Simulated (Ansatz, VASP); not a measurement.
# MgTeF6 in VASP and in Ansatz

INCAR

```
SYSTEM = MgTeF6
PREC = Accurate ; ENCUT = 600
EDIFF = 1E-6 ; ISMEAR = 0
SIGMA = 0.1 ; LREAL = .False.
LASPH = .True. ; NELM = 100
ALGO = Normal ; ISIF = 3
LWAVE = .False. ; LCHARG = .False.
GGA = PE ; IBRION = 2
NSW = 90 ; EDIFFG = -0.04
```

File KPOINTS:

```
regular mesh
0
Gamma
  4 4 2
  0 0 0
```

File POSCAR:

```
MgTeF6
1.0
    3.9091087200      0.0000000000      0.0000000000
    0.0000000000      3.9091087200      0.0000000000
    0.0000000000      0.0000000000      7.7743925000
Mg Te F
1 1 6
Direct
    0.0000000000      0.0000000000      0.0000000000
    0.0000000000      0.0000000000      0.5000000000
    0.5000000000      0.5000000000      0.0000000000
    0.5000000000      0.5000000000      0.5000000000
    0.5000000000      0.0000000000      0.2477058200
    0.5000000000      0.0000000000      0.7522941800
    0.0000000000      0.5000000000      0.2477058200
    0.0000000000      0.5000000000      0.7522941800
```

Input for Ansatz:

```yaml
crystal:
  lattice:
    - [3.90910872, 0.0, 0.0]
    - [0.0, 3.90910872, 0.0]
    - [0.0, 0.0, 7.7743925]
  atoms:
    - { symbol: Mg, position: [0.0, 0.0, 0.0] }
    - { symbol: Te, position: [0.0, 0.0, 0.5] }
    - { symbol: F, position: [0.5, 0.5, 0.0] }
    - { symbol: F, position: [0.5, 0.5, 0.5] }
    - { symbol: F, position: [0.5, 0.0, 0.24770582] }
    - { symbol: F, position: [0.5, 0.0, 0.75229418] }
    - { symbol: F, position: [0.0, 0.5, 0.24770582] }
    - { symbol: F, position: [0.0, 0.5, 0.75229418] }
basis:
  ecutwfc: 420
kpoints:
  mp_grid: { grid: [4, 4, 2] }
hamiltonian:
  xc: pbe
scf:
  occupations: { method: gaussian, width: 0.1 }
  lower_state_search: "off"
output:
  forces: true
  stress: true
  eigenvalues: true
relax:
  adjacent_minimum: "off"
  f_tol: 0.04
  max_steps: 70
  cell: { stress_tol: 0.4 }
```

Change from the starting cell: species swapped into the MnCrPt6 type (P4/mmm, No. 123).

Alike in both runs: task relaxation of cell and atoms; functional PBE; k mesh 4 × 4 × 2; occupations gaussian, width 0.1 eV; no spin polarisation.

|  | VASP | Ansatz |
| --- | --- | --- |
| version | VASP 6.6.1 | Ansatz 0.2.0 |
| potentials or method | VASP PAW PBE potentials, release 64 (Mg, Te, F), cutoff 600 eV | scalar-relativistic, plane waves, PAW |
| valence electrons in the cell | 50 | 68 |

```tsv
	VASP	Ansatz	Ansatz less VASP
gap on the k mesh at the Fermi level, each at its own relaxed structure (eV)	1.76	1.82	+0.057
relaxed volume (Å³/atom)	10.70	10.83	+0.128
relaxed length of the cell vector where the two differ most in proportion (Å)	7.164	7.214	+0.0499
```

VASP's potentials hold 50 valence electrons a cell and Ansatz's 68, so a difference there can come from the potentials and not from the codes.

Spin-orbit coupling is off throughout. Noted on VASP's run: the volume moved by over 15 % at a fixed basis, so the end points are rough.
